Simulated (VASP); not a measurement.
Crystal: CdS.

```
CELL_PARAMETERS angstrom
0.00000 2.75324 2.75324
2.75324 0.00000 2.75324
2.75324 2.75324 0.00000
ATOMIC_POSITIONS crystal
Cd 0.00000 0.00000 0.00000
S 0.50000 0.50000 0.50000
```

Program: VASP 6.6.1. Alike in all runs: task single point; potentials or basis VASP PAW PBE potentials, release 64 (Cd, S); no spin polarisation; cell as given.

Question: Order these runs on this cell by their band gap on the k mesh, lowest first.
A. level r2SCANh; k mesh 5 × 5 × 5; cutoff (eV) 440; smearing gaussian 0.01 eV; grid for exact exchange (PRECFOCK) Normal; share of exact exchange 0.1
B. level B3LYP; k mesh 4 × 4 × 4; cutoff (eV) 520; smearing fermi-dirac 0.05 eV; grid for exact exchange (PRECFOCK) Normal; share of exact exchange 0.2
C. level r2SCAN0+D3(BJ); k mesh 4 × 4 × 4; cutoff (eV) 440; smearing gaussian 0.01 eV; grid for exact exchange (PRECFOCK) Normal; share of exact exchange 0.25
D. level HSE06; k mesh 6 × 6 × 6; cutoff (eV) 520; smearing fermi-dirac 0.05 eV; grid for exact exchange (PRECFOCK) Normal; share of exact exchange 0.25; screening parameter 0.2079 1/Å
E. level pbe exchange, pbesol correlation; k mesh 8 × 8 × 8; cutoff (eV) 500; smearing methfessel-paxton 0.025 eV

Answer: E (0.21 eV), D (1.22 eV), B (1.50 eV), A (1.82 eV), C (2.27 eV).

Caveats: some runs use coarse meshes; an odd mesh through Γ misses points on the zone boundary, where band edges can lie (at least some runs); three body term missing (at least some runs).

A k mesh can miss the band edges, odd and even meshes differently.
